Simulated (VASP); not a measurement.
The system is TiO2.

```
CELL_PARAMETERS angstrom
4.60480 -0.07010 0.07580
0.00709 4.57442 0.09318
-0.00134 -0.04290 2.94542
ATOMIC_POSITIONS crystal
Ti 0.02209 0.99391 0.00067
Ti 0.50532 0.48969 0.50004
O 0.30495 0.28203 0.02065
O 0.20289 0.79679 0.49652
O 0.70164 0.69163 0.99508
O 0.78597 0.20229 0.50251
```

- Program: VASP 6.6.1
- Task: relaxation of cell and atoms
- Functional: PBE
- Potentials or basis: VASP PAW PBE potentials, release 64 (Ti_sv, O)
- Cutoff: 600 eV
- k mesh: 4 × 4 × 6
- Occupations: gaussian, width 0.1 eV
- Spin: no spin polarisation

At the start: pressure 7.2 GPa; volume 10.34 Å³/atom.

Task: Where does the relaxation end?

Result: Over 9 steps the energy falls by 46.0 meV/atom and the volume is 10.70 Å³/atom (+3.5 %); space group P1 (No. 1, to 0.1 Å) before, Pmn2_1 (No. 31, to 0.1 Å).

Step by step:
| step | energy change (eV) | largest force (eV/Å) | pressure (GPa) | volume (Å³) |
| --- | --- | --- | --- | --- |
| 1 | 0.0000 | 1.8724 | 7.22 | 62.06 |
| 2 | -0.1781 | 0.8030 | -7.52 | 66.34 |
| 3 | -0.2167 | 0.7216 | -3.74 | 64.99 |
| 4 | -0.2615 | 0.3597 | 2.27 | 63.59 |
| 5 | -0.2651 | 0.3344 | 0.89 | 63.88 |
| 6 | -0.2737 | 0.1523 | -0.03 | 64.18 |
| 7 | -0.2737 | 0.1523 | -0.03 | 64.18 |
| 8 | -0.2755 | 0.0838 | -0.15 | 64.20 |
| 9 | -0.2758 | 0.0486 | -0.22 | 64.22 |

Final structure:
```
Ti O
1.0
     4.65312   -0.04119    0.04108
     0.03641    4.64901    0.08311
    -0.02435   -0.05037    2.96741
Ti O
2 4
Direct
  0.01172 0.99378 0.00065
  0.51233 0.48949 0.49976
  0.30559 0.29763 0.00517
  0.19393 0.79860 0.50297
  0.69420 0.68769 0.00324
  0.80508 0.18914 0.50367
```

Caveat: the relaxation stopped at a loose force limit of 0.05 eV/Å, so its end isn't a converged minimum.
